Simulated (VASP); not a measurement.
# Al (I4_1/amd) in VASP: notebook

Runs on Al. Level: PBE. Tasks: single point, relaxation of cell and atoms.

Program: VASP 6.6.1. These are calculated values, not measurements. Logs are shortened: lines on timing, memory, paths and dates and some standing lists are left out, and cuts for length are marked.

## Step 1: The cell of the first run

The structure is tetragonal, space group I4_1/amd (No. 141). The conventional cell has a = 5.294 Å, b = 5.294 Å, c = 2.733 Å, α = 90.00°, β = 90.00°, γ = 90.00°. Within 3.6 Å of Al (site symmetry -4m2) lie 10 Al at 2.73 to 3.35 Å.

## Step 2: Single point, PBE

Input file INCAR:

```
SYSTEM = Al
PREC = Accurate
ENCUT = 520
EDIFF = 1E-7
ISMEAR = 0
SIGMA = 0.1
LREAL = .FALSE.
LASPH = .TRUE.
NELM = 60
ALGO = Fast
ISIF = 2
LWAVE = .FALSE.
LCHARG = .FALSE.
GGA = PE
NBANDS = 10
```

Input file KPOINTS:

```
regular mesh
0
G
  8 8 8
  0 0 0
```

Input file POSCAR:

```
Al
1.0
   -2.6472481045      2.6472481045      1.3664254423
    2.6472481045     -2.6472481045      1.3664254423
    2.6472481045      2.6472481045     -1.3664254423
Al
2
Direct
    0.0000000000      0.0000000000      0.0000000000
    0.7500000000      0.2500000000      0.5000000000
```

Potentials or basis: VASP PAW PBE potentials, release 64 (Al).

Command:

```sh
$ cat potpaw_PBE.64/Al/POTCAR > POTCAR
$ mpirun -np 1 vasp_std > vasp.out
```

OUTCAR:

```text
SYSTEM = Al
   PREC = Accurate
   ENCUT = 520
   EDIFF = 1E-7
   ISMEAR = 0
   LREAL = .FALSE.
   LASPH = .TRUE.
   NELM = 60
   ISIF = 2
   GGA = PE

 ion  position               nearest neighbor table
   1  0.000  0.000  0.000-   2 2.73   2 2.73   2 2.73   2 2.73   2 3.35   2 3.35   2 3.35   2 3.35

   2  0.750  0.250  0.500-   1 2.73   1 2.73   1 2.73   1 2.73   1 3.35   1 3.35   1 3.35   1 3.35

  LATTYP: Found a body centered tetragonal cell.
 ALAT       =     5.2944962090
 C/A-ratio  =     0.5161682579

  Lattice vectors:

 A1 = (  -2.6472481045,   2.6472481045,   1.3664254423)
 A2 = (   2.6472481045,  -2.6472481045,   1.3664254423)
 A3 = (   2.6472481045,   2.6472481045,  -1.3664254423)

Analysis of symmetry for initial positions (statically):
=====================================================================
 Subroutine PRICEL returns:
 Original cell was already a primitive cell.

 Routine SETGRP: Setting up the symmetry group for a
 body centered tetragonal supercell.

 Subroutine GETGRP returns: Found 16 space group operations
 (whereof  8 operations were pure point group operations)
 out of a pool of 16 trial point group operations.

The static configuration has the point symmetry D_2d.
 The point group associated with its full space group is D_4h.

Analysis of symmetry for dynamics (positions and initial velocities):
=====================================================================
 Subroutine PRICEL returns:
 Original cell was already a primitive cell.

 Routine SETGRP: Setting up the symmetry group for a
 body centered tetragonal supercell.

 Subroutine GETGRP returns: Found 16 space group operations
 (whereof  8 operations were pure point group operations)
 out of a pool of 16 trial point group operations.

The dynamic configuration has the point symmetry D_2d.
 The point group associated with its full space group is D_4h.

 Subroutine INISYM returns: Found 16 space group operations
 (whereof  8 operations are pure point group operations),
 and found     1 'primitive' translations

----------------------------------------------------------------------------------------

                                     Primitive cell

  volume of cell :      38.3032

  direct lattice vectors                    reciprocal lattice vectors
    -2.647248105  2.647248105  1.366425442     0.000000000  0.188875383  0.365918245
     2.647248105 -2.647248105  1.366425442     0.188875383  0.000000000  0.365918245
     2.647248105  2.647248105 -1.366425442     0.188875383  0.188875383  0.000000000

  length of vectors
     3.985343592  3.985343592  3.985343592     0.411788869  0.411788869  0.267110128

  position of ions in fractional coordinates (direct lattice)
[... 85 lines left out ...]
   ISIF   =      2    stress and relaxation
   ISYM   =      2    0-nonsym 1-usesym 2-fastsym
   POTIM  = 0.5000    time-step for ionic-motion
   TEBEG  =    0.0;   TEEND  =   0.0 temperature during run
   PSTRESS=    0.0 pullay stress
   NELECT =       6.0000    total number of electrons
   NUPDOWN=      -1.0000    fix difference up-down
   EMIN   =  10.00;   EMAX   =-10.00  energy-range for DOS
   EFERMI =   0.00;   METHOD = LEGACY
   ISMEAR =     0;   SIGMA  =   0.10  broadening in eV -4-tet -1-fermi 0-gaus
   EFERMI_NEDOS =   21; number of points for ismear=-14 and -15
   IALGO  =     68    algorithm
   IMIX   =      4    mixing-type and parameters
     AMIX     =   0.40;   BMIX     =  1.00
     AMIX_MAG =   1.60;   BMIX_MAG =  1.00
  volume/ion in A,a.u.               =      19.15       129.24
  Fermi-wavevector in a.u.,A,eV,Ry     =   0.882498  1.667679 10.596243  0.778802
  Thomas-Fermi vector in A             =   2.003137
   LORBIT       =      0    0 simple, 1 ext, 2 COOP (PROOUT), +10 PAW based schemes
   GGA     = PE    functional components
   LHFCALC =     F    Hartree Fock is set to
   AEXX    =    0.0000 exact exchange contribution
   IVDW    =     0    specifies the selected vdW correction
   LEPSILON=     F    determine dielectric tensor
   LRPA    =     F    only Hartree local field effects (RPA)
 non-spin polarized calculation
 RMM-DIIS sequential band-by-band and
 Gauss-broadening in eV      SIGMA  =   0.10
  energy-cutoff  :      520.00
  volume of cell :       38.30
 maximum number of plane-waves:      1050
 NGX is ok and might be reduce to    30
   NGX = 15   NGY = 15   NGZ = 15

 number of electron       6.0000000 magnetization

 Free energy of the ion-electron system (eV)
  ---------------------------------------------------
  ext. energy  EPLUGINS =         0.00000000
  ---------------------------------------------------
  free energy    TOTEN  =        -6.96820592 eV

  energy without entropy =       -6.96595957  energy(sigma->0) =       -6.96708275

 E-fermi :   6.2776     XC(G=0):  -9.6265

 val. band max:        6.2385092262   @ k =  -0.2500   0.3750   0.2500
 cond. band min:       6.3307215077   @ k =   0.3750   0.0000   0.0000
 fundamental gap:      0.0922122815
 Fermi energy:         6.2776329611

 k-point     1 :       0.0000    0.0000    0.0000
  band No.  band energies     occupation
      1      -3.6884      2.00000
      2       5.7994      2.00000
      3       5.7994      2.00000
      4       6.3862      0.12461
      5       8.4170      0.00000
      6      14.5665      0.00000
      7      15.9394      0.00000
      8      15.9394      0.00000
      9      16.4491      0.00000
     10      18.5932      0.00000
[... 287 lines left out ...]
 k-point    24 :       0.3750    0.1250    0.1250
  band No.  band energies     occupation
      1       2.7271      2.00000
      2       2.7669      2.00000
      3       5.1197      2.00000
      4       5.2275      2.00000
      5       9.8002      0.00000
      6      10.4840      0.00000
      7      12.6575      0.00000
      8      12.8686      0.00000
      9      14.6303      0.00000
     10      16.1643      0.00000

 [... further k-points ...]
[... 5 lines left out ...]
  --------------------------------------------------------------------------------------
  -------------------------------------------------------------------------------------
  Total        0.0334900      0.0334900      0.0104425      0.0000000      0.0000000      0.0000000
  in kB        1.4008450      1.4008450      0.4367969      0.0000000      0.0000000      0.0000000
  external PRESSURE =       1.0794956 kB  Pullay stress =       0.0000000 kB

 VOLUME and BASIS-vectors are now :
 -----------------------------------------------------------------------------
  energy-cutoff  :      520.00
  volume of cell :       38.30
      direct lattice vectors                 reciprocal lattice vectors
    -2.647248105  2.647248105  1.366425442     0.000000000  0.188875383  0.365918245
     2.647248105 -2.647248105  1.366425442     0.188875383  0.000000000  0.365918245
     2.647248105  2.647248105 -1.366425442     0.188875383  0.188875383  0.000000000

 POSITION                                       TOTAL-FORCE (eV/Angst)
 -----------------------------------------------------------------------------------
      0.00000      0.00000      0.00000         0.000000     -0.000000     -0.000000
      0.00000      2.64725      0.68321        -0.000000      0.000000      0.000000
 -----------------------------------------------------------------------------------
    total drift:                               -0.000000     -0.000000      0.000000

  FREE ENERGIE OF THE ION-ELECTRON SYSTEM (eV)
  ---------------------------------------------------
  free  energy   TOTEN  =        -6.9682059223 eV

  energy  without entropy=       -6.9659595682  energy(sigma->0) =       -6.96708275
```

Run time: 32 s. Hardware: 1 thread of Intel Xeon Platinum 8488C (Sapphire Rapids), shared host; peak memory 0.16 GiB.

Results:

```
Free energy            : -6.9682 eV
Pressure               : 0.1 GPa
Band gap on the k mesh : zero (band 3 reaches 8.72 eV, above the bottom of band 4 at 1.96 eV)
```

## Step 3: Relaxation of cell and atoms, PBE

This run uses another cell than the first one, of 16.91 Å³/atom, 0.883 times its volume.

Input file INCAR:

```
  PREC = Accurate
  ENCUT = 600
  EDIFF = 1E-6
  ISMEAR = 0
  SIGMA = 0.1
  LREAL = False
  LASPH = True
  NELM = 80
  ALGO = Fast
  ISIF = 3
  LWAVE = False
  LCHARG = False
  GGA = PE
  IBRION = 2
  NSW = 90
  EDIFFG = -0.04
```

Input file KPOINTS:

```
regular mesh
0
Gamma
  8 8 8
```

Input file POSCAR:

```
Al
1.0
   -2.4932008491      2.4932008491      1.3600870863
    2.4932008491     -2.4932008491      1.3600870863
    2.4932008491      2.4932008491     -1.3600870863
Al
2
Direct
    0.0000000000      0.0000000000      0.0000000000
    0.7500000000      0.2500000000      0.5000000000
```

Potentials or basis: VASP PAW PBE potentials, release 64 (Al).

Command:

```sh
$ cat potpaw_PBE.64/Al/POTCAR > POTCAR
$ mpirun -np 1 vasp_std > vasp.out
```

It took 40 s on 1 thread of Intel Xeon Platinum 8488C (Sapphire Rapids), shared host; peak memory 0.16 GiB.

It converged, with:

```yaml
Free_energy: -6.9682 eV
Relaxed_volume: 19.17 Å³/atom
Relaxed_cell: a = 3.988 Å, b = 3.988 Å, c = 3.988 Å, α = 96.74°, β = 96.74°, γ = 139.93°
Space_group_after_relaxing_to_0.05_Å: I4_1/amd (No. 141)
Energy_gained_by_relaxing: 93.4 meV/atom
Ionic_steps: 3
Pressure_after_relaxing: 0.0 GPa
Band_gap_on_the_k_mesh: zero (band 3 reaches 8.71 eV, above the bottom of band 4 at 1.95 eV)
```

Stress tensor (GPa, compression positive):
```
0.01 0.00 0.00
0.00 0.01 0.00
0.00 0.00 0.11
```

The path:
```csv
step,energy change (eV),largest force (eV/Å),pressure (GPa),volume (Å³)
1,0.0000,0.0000,10.45,33.82
2,-0.1790,0.0000,-1.50,39.44
3,-0.1869,0.0000,0.04,38.35
```

Final structure:
```xyz
2
Lattice="-2.6490 2.6490 1.3661 2.6490 -2.6490 1.3661 2.6490 2.6490 -1.3661" Properties=species:S:1:pos:R:3 pbc="T T T"
Al    0.0000    0.0000    0.0000
Al    0.0000    2.6490    0.6831
```

Levels at points of the mesh, in eV from the Fermi level:
```csv
k point,band 1,band 2,band 3,band 4,band 5,band 6,band 7
"(0.00, 0.00, 0.00)",-9.96,-0.48,-0.48,0.10,2.14,8.28,9.65
"(0.50, 0.00, 0.00)",-3.86,-3.81,0.15,0.86,1.24,2.34,6.04
"(0.50, 0.50, 0.00)",-7.37,-7.37,1.89,1.89,3.54,3.54,10.78
"(0.50, 0.50, 0.50)",-5.26,-5.26,-4.31,-4.31,8.41,8.41,13.98
```
